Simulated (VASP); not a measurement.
# PbO (Litharge) in VASP: a series of runs

The runs below take PbO (Litharge) through single point, with SVWN5, PBEsol.

Program: VASP 6.6.1. These are calculated values, not measurements. Logs are shortened: lines on timing, memory, paths and dates and some standing lists are left out, and cuts for length are marked.

**1. The cell of the first run**

Symmetry: P4/nmm, No. 129, tetragonal system. The conventional cell has a = 4.068 Å, b = 4.068 Å, c = 5.108 Å, α = 90.00°, β = 90.00°, γ = 90.00°. Within 3.1 Å of Pb (site symmetry 4mm) lie 4 O at 2.38 Å. O (site symmetry -4m2) has 4 Pb at 2.38 Å and 4 O at 2.88 Å within 3.1 Å.

**2. Single point, SVWN5**

INCAR reads:

```
ALGO = Normal
EDIFF = 1E-6
ENCUT = 600
GGA = VW
GGA_COMPAT = False
ISIF = 2
ISMEAR = -1
LASPH = True
LCHARG = False
LREAL = False
LWAVE = False
NBANDS = 28
NELM = 120
PREC = Accurate
SIGMA = 0.05
```

KPOINTS reads:

```
k-points
0
Gamma
  7 7 6
```

POSCAR reads:

```
PbO
1.0
    4.0682551615      0.0000000000      0.0000000000
    0.0000000000      4.0682551615      0.0000000000
    0.0000000000      0.0000000000      5.1082602403
Pb O
2 2
Direct
    0.5000000000      0.0000000000      0.7600000000
    0.0000000000      0.5000000000      0.2400000000
    0.5000000000      0.5000000000      0.0000000000
    0.0000000000      0.0000000000      0.0000000000
```

Potentials or basis: VASP PAW PBE potentials, release 64 (Pb_d, O).

Command:

```bash
cat potpaw_PBE.64/Pb_d/POTCAR potpaw_PBE.64/O/POTCAR > POTCAR
mpirun -np 1 vasp_std > vasp.out
```

OUTCAR:

```text
EDIFF = 1E-6
   ENCUT = 600
   GGA = VW
   ISIF = 2
   ISMEAR = -1
   LASPH = True
   LREAL = False
   NELM = 120
   PREC = Accurate

 ion  position               nearest neighbor table
   1  0.500  0.000  0.760-   3 2.38   4 2.38   3 2.38   4 2.38   2 3.78   2 3.78   2 3.78   2 3.78
                             2 3.92   2 3.92   2 3.92   2 3.92
   2  0.000  0.500  0.240-   3 2.38   4 2.38   4 2.38   3 2.38   1 3.78   1 3.78   1 3.78   1 3.78
                             1 3.92   1 3.92   1 3.92   1 3.92
   3  0.500  0.500  0.000-   1 2.38   2 2.38   1 2.38   2 2.38
   4  0.000  0.000  0.000-   1 2.38   2 2.38   2 2.38   1 2.38

  LATTYP: Found a simple tetragonal cell.
 ALAT       =     4.0682551615
 C/A-ratio  =     1.2556390977

  Lattice vectors:

 A1 = (   4.0682551615,   0.0000000000,   0.0000000000)
 A2 = (   0.0000000000,   4.0682551615,   0.0000000000)
 A3 = (   0.0000000000,   0.0000000000,   5.1082602403)

Analysis of symmetry for initial positions (statically):
=====================================================================
 Subroutine PRICEL returns:
 Original cell was already a primitive cell.

 Routine SETGRP: Setting up the symmetry group for a
 simple tetragonal supercell.

 Subroutine GETGRP returns: Found 16 space group operations
 (whereof  8 operations were pure point group operations)
 out of a pool of 16 trial point group operations.

The static configuration has the point symmetry D_2d.
 The point group associated with its full space group is D_4h.

Analysis of symmetry for dynamics (positions and initial velocities):
=====================================================================
 Subroutine PRICEL returns:
 Original cell was already a primitive cell.

 Routine SETGRP: Setting up the symmetry group for a
 simple tetragonal supercell.

 Subroutine GETGRP returns: Found 16 space group operations
 (whereof  8 operations were pure point group operations)
 out of a pool of 16 trial point group operations.

The dynamic configuration has the point symmetry D_2d.
 The point group associated with its full space group is D_4h.

 Subroutine INISYM returns: Found 16 space group operations
 (whereof  8 operations are pure point group operations),
 and found     1 'primitive' translations

----------------------------------------------------------------------------------------

                                     Primitive cell

  volume of cell :      84.5453

  direct lattice vectors                    reciprocal lattice vectors
     4.068255161  0.000000000  0.000000000     0.245805624  0.000000000  0.000000000
     0.000000000  4.068255161  0.000000000     0.000000000  0.245805624  0.000000000
     0.000000000  0.000000000  5.108260240     0.000000000  0.000000000  0.195761366

  length of vectors
     4.068255161  4.068255161  5.108260240     0.245805624  0.245805624  0.195761366

  position of ions in fractional coordinates (direct lattice)
     0.500000000  0.000000000  0.760000000
     0.000000000  0.500000000  0.240000000
     0.500000000  0.500000000  0.000000000
     0.000000000  0.000000000  0.000000000

  ion indices of the primitive-cell ions
   primitive index   ion index
                 1           1
                 2           2
                 3           3
                 4           4

----------------------------------------------------------------------------------------

 KPOINTS: k-points

Automatic generation of k-mesh.
 Grid dimensions read from file:
 generate k-points for:    7    7    6

 Generating k-lattice:

  Cartesian coordinates                     Fractional coordinates (reciprocal lattice)
     0.035115089  0.000000000  0.000000000     0.142857143  0.000000000  0.000000000
     0.000000000  0.035115089  0.000000000     0.000000000  0.142857143  0.000000000
     0.000000000  0.000000000  0.032626894     0.000000000  0.000000000  0.166666667

  Length of vectors
     0.035115089  0.035115089  0.032626894

  Shift w.r.t. Gamma in fractional coordinates (k-lattice)
     0.000000000  0.000000000  0.000000000

 Subroutine IBZKPT returns following result:
 ===========================================

 Found     40 irreducible k-points:

 Following reciprocal coordinates:
            Coordinates               Weight
  0.000000  0.000000  0.000000      1.000000
  0.142857  0.000000  0.000000      4.000000
  0.285714  0.000000  0.000000      4.000000
  0.428571  0.000000  0.000000      4.000000
  0.142857  0.142857  0.000000      4.000000
  0.285714  0.142857  0.000000      8.000000
[... 16 lines left out ...]
  0.285714  0.000000  0.333333      8.000000
  0.428571  0.000000  0.333333      8.000000
 [... further k-points ...]
   k-points           NKPTS =     40   k-points in BZ     NKDIM =     40   number of bands    NBANDS=     28
   number of dos      NEDOS =    301   number of ions     NIONS =      4
   total plane-waves  NPLWV =  54432
   dimension x,y,z NGX =    36 NGY =   36 NGZ =   42
   dimension x,y,z NGXF=    72 NGYF=   72 NGZF=   84
   ions per type =               2   2
   NGX,Y,Z   is equivalent  to a cutoff of  14.71, 14.71, 13.67 a.u.
   NGXF,Y,Z  is equivalent  to a cutoff of  29.42, 29.42, 27.34 a.u.
 SYSTEM =  unknown system
   PREC   = accura    normal or accurate (medium, high low for compatibility)
   ISTART =      0    job   : 0-new  1-cont  2-samecut
   ICHARG =      2    charge: 1-file 2-atom 10-const
   ISPIN  =      1    spin polarized calculation?
   LNONCOLLINEAR =      F non collinear calculations
   LSORBIT =      F    spin-orbit coupling
   LASPH  =      T    aspherical Exc in radial PAW
   ENCUT  =  600.0 eV  44.10 Ry    6.64 a.u.   8.13  8.13 10.20*2*pi/ulx,y,z
   NELM   =    120;   NELMIN=  2; NELMDL= -5     # of ELM steps
   EDIFF  = 0.1E-05   stopping-criterion for ELM
   LREAL  =      F    real-space projection
   EDIFFG = 0.1E-04   stopping-criterion for IOM
   NSW    =      0    number of steps for IOM
   IBRION =     -1    ionic relax: 0-MD 1-quasi-New 2-CG
   NFREE  =      0    steps in history (QN), initial steepest desc. (CG)
   ISIF   =      2    stress and relaxation
   ISYM   =      2    0-nonsym 1-usesym 2-fastsym
   POTIM  = 0.5000    time-step for ionic-motion
   TEBEG  =    0.0;   TEEND  =   0.0 temperature during run
   PSTRESS=    0.0 pullay stress
   NELECT =      40.0000    total number of electrons
   NUPDOWN=      -1.0000    fix difference up-down
   EMIN   =  10.00;   EMAX   =-10.00  energy-range for DOS
   EFERMI =   0.00;   METHOD = LEGACY
   ISMEAR =    -1;   SIGMA  =   0.05  broadening in eV -4-tet -1-fermi 0-gaus
   EFERMI_NEDOS =   21; number of points for ismear=-14 and -15
   IALGO  =     38    algorithm
   IMIX   =      4    mixing-type and parameters
     AMIX     =   0.40;   BMIX     =  1.00
     AMIX_MAG =   1.60;   BMIX_MAG =  1.00
  volume/ion in A,a.u.               =      21.14       142.63
  Fermi-wavevector in a.u.,A,eV,Ry     =   1.275650  2.410630 22.140545  1.627284
  Thomas-Fermi vector in A             =   2.408351
   LORBIT       =      0    0 simple, 1 ext, 2 COOP (PROOUT), +10 PAW based schemes
   GGA     = VW    functional components
   LHFCALC =     F    Hartree Fock is set to
   AEXX    =    0.0000 exact exchange contribution
   IVDW    =     0    specifies the selected vdW correction
   LEPSILON=     F    determine dielectric tensor
   LRPA    =     F    only Hartree local field effects (RPA)
 non-spin polarized calculation
  energy-cutoff  :      600.00
  volume of cell :       84.55
 maximum number of plane-waves:      2844
 NGX is ok and might be reduce to    36
   NGX = 17   NGY = 17   NGZ = 21

 number of electron      39.9999992 magnetization

 Free energy of the ion-electron system (eV)
  ---------------------------------------------------
  ext. energy  EPLUGINS =         0.00000000
  ---------------------------------------------------
  free energy    TOTEN  =       -24.19813908 eV

  energy without entropy =      -24.19813905  energy(sigma->0) =      -24.19813906

 E-fermi :   4.6816     XC(G=0):  -9.9967

 val. band max:        3.9398947352   @ k =   0.1429   0.0000   0.0000
 cond. band min:       5.4013885678   @ k =   0.4286   0.4286   0.0000
 fundamental gap:      1.4614938326
 Fermi energy:         4.6816161257

 k-point     1 :       0.0000    0.0000    0.0000
  band No.  band energies     occupation
      1     -13.4780      2.00000
      2     -13.1409      2.00000
      3     -11.7760      2.00000
      4     -11.7760      2.00000
      5     -11.7264      2.00000
      6     -11.7064      2.00000
[... 20 lines left out ...]
     27      11.2967      0.00000
     28      11.9271      0.00000

 k-point     2 :       0.1429    0.0000    0.0000
  band No.  band energies     occupation
      1     -13.4466      2.00000
      2     -13.1488      2.00000
      3     -11.7676      2.00000
      4     -11.7668      2.00000
      5     -11.7148      2.00000
      6     -11.6965      2.00000
[... 20 lines left out ...]
     27      11.5363      0.00000
     28      13.0401      0.00000

 k-point     3 :       0.2857    0.0000    0.0000
  band No.  band energies     occupation
      1     -13.3728      2.00000
      2     -13.1762      2.00000
      3     -11.7447      2.00000
      4     -11.7416      2.00000
      5     -11.6814      2.00000
      6     -11.6775      2.00000
[... 20 lines left out ...]
     27      11.8631      0.00000
     28      14.9692      0.00000

 k-point     4 :       0.4286    0.0000    0.0000
  band No.  band energies     occupation
      1     -13.2927      2.00000
      2     -13.2253      2.00000
      3     -11.7136      2.00000
      4     -11.7106      2.00000
      5     -11.6847      2.00000
      6     -11.6835      2.00000
[... 20 lines left out ...]
     27      12.4760      0.00000
     28      13.5440      0.00000

 k-point     5 :       0.1429    0.1429    0.0000
  band No.  band energies     occupation
      1     -13.4192      2.00000
      2     -13.1563      2.00000
      3     -11.7719      2.00000
      4     -11.7431      2.00000
      5     -11.7046      2.00000
      6     -11.6900      2.00000
[... 20 lines left out ...]
     27      12.3310      0.00000
     28      13.5159      0.00000

 k-point     6 :       0.2857    0.1429    0.0000
  band No.  band energies     occupation
      1     -13.3553      2.00000
      2     -13.1820      2.00000
      3     -11.7519      2.00000
      4     -11.7129      2.00000
      5     -11.6754      2.00000
      6     -11.6741      2.00000
[... 463 lines left out ...]
      5     -11.7287      2.00000
      6     -11.6959      2.00000
[... 20 lines left out ...]
     27      12.0607      0.00000
     28      12.4369      0.00000

 k-point    22 :       0.1429    0.0000    0.3333
  band No.  band energies     occupation
      1     -13.4354      2.00000
      2     -13.1392      2.00000
      3     -11.7447      2.00000
      4     -11.7354      2.00000
      5     -11.7141      2.00000
      6     -11.6881      2.00000
[... 20 lines left out ...]
     27      12.3617      0.00000
     28      13.2326      0.00000

 k-point    23 :       0.2857    0.0000    0.3333
  band No.  band energies     occupation
      1     -13.3742      2.00000
      2     -13.1749      2.00000
      3     -11.7481      2.00000
      4     -11.7171      2.00000
      5     -11.6954      2.00000
      6     -11.6862      2.00000
[... 20 lines left out ...]
     27      12.6748      0.00000
     28      14.5761      0.00000

 k-point    24 :       0.4286    0.0000    0.3333
  band No.  band energies     occupation
      1     -13.3023      2.00000
      2     -13.2327      2.00000
      3     -11.7437      2.00000
      4     -11.7259      2.00000
      5     -11.6989      2.00000
      6     -11.6849      2.00000
[... 20 lines left out ...]
     27      13.0838      0.00000
     28      13.8131      0.00000

 [... further k-points ...]
[... 5 lines left out ...]
  --------------------------------------------------------------------------------------
  -------------------------------------------------------------------------------------
  Total       -4.0592584     -4.0592584     -3.6550727      0.0000000      0.0000000      0.0000000
  in kB      -76.9250690    -76.9250690    -69.2655399      0.0000000      0.0000000      0.0000000
  external PRESSURE =     -74.3718926 kB  Pullay stress =       0.0000000 kB

 VOLUME and BASIS-vectors are now :
 -----------------------------------------------------------------------------
  energy-cutoff  :      600.00
  volume of cell :       84.55
      direct lattice vectors                 reciprocal lattice vectors
     4.068255161  0.000000000  0.000000000     0.245805624  0.000000000  0.000000000
     0.000000000  4.068255161  0.000000000     0.000000000  0.245805624  0.000000000
     0.000000000  0.000000000  5.108260240     0.000000000  0.000000000  0.195761366

 POSITION                                       TOTAL-FORCE (eV/Angst)
 -----------------------------------------------------------------------------------
      2.03413      0.00000      3.88228        -0.000000      0.000000      1.238009
      0.00000      2.03413      1.22598         0.000000      0.000000     -1.238009
      2.03413      2.03413      0.00000        -0.000000      0.000000      0.000000
      0.00000      0.00000      0.00000        -0.000000     -0.000000      0.000000
 -----------------------------------------------------------------------------------
    total drift:                                0.000000      0.000000     -0.000000

  FREE ENERGIE OF THE ION-ELECTRON SYSTEM (eV)
  ---------------------------------------------------
  free  energy   TOTEN  =       -24.1981390813 eV

  energy  without entropy=      -24.1981390479  energy(sigma->0) =      -24.19813906
```

It took 66 s on 1 thread of AMD EPYC 9R45 (Zen 5), shared host; peak memory 0.21 GiB.

What came out:

```yaml
Free_energy: -24.1981 eV
Pressure: -7.4 GPa
Largest_force: 1.238 eV/Å
Band_gap_on_the_k_mesh: 1.46 eV, indirect (least direct gap 2.16 eV)
```

Forces on the atoms (eV/Å):
```
Pb   0.000  0.000  1.238
Pb   0.000  0.000 -1.238
O    0.000  0.000  0.000
O    0.000  0.000  0.000
```

Levels at points of the mesh, in eV from the valence-band top:
```
           k point  band 18  band 19  band 20  band 21  band 22  band 23
(0.00, 0.00, 0.00)    -1.26    -1.26     0.00     2.25     5.38     5.39
(0.00, 0.00, 0.50)    -1.29    -1.29    -0.70     1.89     3.87     3.87
```

Caveat: the PAW data sets were made with another functional, which shifts forces and pressure a little; spin-orbit coupling is left out, which moves the levels of the heavy elements. A k mesh can miss the band edges.

**3. Single point, PBEsol (volume scaled by 0.94)**

INCAR reads:

```
PREC     = Accurate       # precision mode
ENCUT    = 520            # plane-wave cutoff, eV
EDIFF    = 1E-7           # SCF threshold, eV
ISMEAR   = -1             # smearing method
SIGMA    = 0.05           # smearing width, eV
LREAL    = False          # projectors in reciprocal space
LASPH    = True           # aspherical terms in the spheres
NELM     = 100            # most SCF steps
ALGO     = Normal         # electronic algorithm
ISIF     = 2              # what is computed and relaxed
LWAVE    = False          # write WAVECAR
LCHARG   = False          # write CHGCAR
GGA      = PS             # functional
NBANDS   = 28             # bands
```

KPOINTS reads:

```
regular mesh
0
Gamma
  7 7 6
```

POSCAR reads:

```
PbO
1.0
    3.9085485738      0.0000000000      0.0000000000
    0.0000000000      3.9085485738      0.0000000000
    0.0000000000      0.0000000000      4.9077264047
Pb O
2 2
Direct
    0.5000000000      0.0000000000      0.7600000000
    0.0000000000      0.5000000000      0.2400000000
    0.5000000000      0.5000000000      0.0000000000
    0.0000000000      0.0000000000      0.0000000000
```

Potentials or basis: VASP PAW PBE potentials, release 64 (Pb_d, O).

Command:

```bash
cat potpaw_PBE.64/Pb_d/POTCAR potpaw_PBE.64/O/POTCAR > POTCAR
mpirun -np 1 vasp_std > vasp.out
```

Wall time 39 s (1 thread of Intel Xeon 6975P-C (Granite Rapids), shared host); peak memory 0.21 GiB.

It converged, with:

| Item | Value |
| --- | --- |
| Free energy | -22.8077 eV |
| Pressure | 4.9 GPa |
| Largest force | 0.576 eV/Å |
| Band gap on the k mesh | 1.26 eV, indirect (least direct gap 2.36 eV) |

Forces in eV/Å, atoms in the order of the input:
```
Pb   0.000  0.000 -0.576
Pb   0.000  0.000  0.576
O    0.000  0.000  0.000
O    0.000  0.000  0.000
```

Stress tensor (GPa, compression positive):
```
5.38 0.00 0.00
0.00 5.38 0.00
0.00 0.00 4.00
```

Levels at points of the mesh, in eV from the valence-band top:
| k point | band 17 | band 18 | band 19 | band 20 | band 21 | band 22 | band 23 | band 24 |
| --- | --- | --- | --- | --- | --- | --- | --- | --- |
| (0.00, 0.00, 0.00) | -1.95 | -1.90 | -1.90 | 0.00 | 2.47 | 5.56 | 5.65 | 5.65 |
| (0.00, 0.00, 0.50) | -1.99 | -1.93 | -1.93 | -1.17 | 1.92 | 3.88 | 3.88 | 4.24 |

Caveat: the PAW data sets were made with another functional, which shifts forces and pressure a little; spin-orbit coupling is left out, which moves the levels of the heavy elements. A k mesh can miss the band edges.

(Continued in part 2 of 2.)
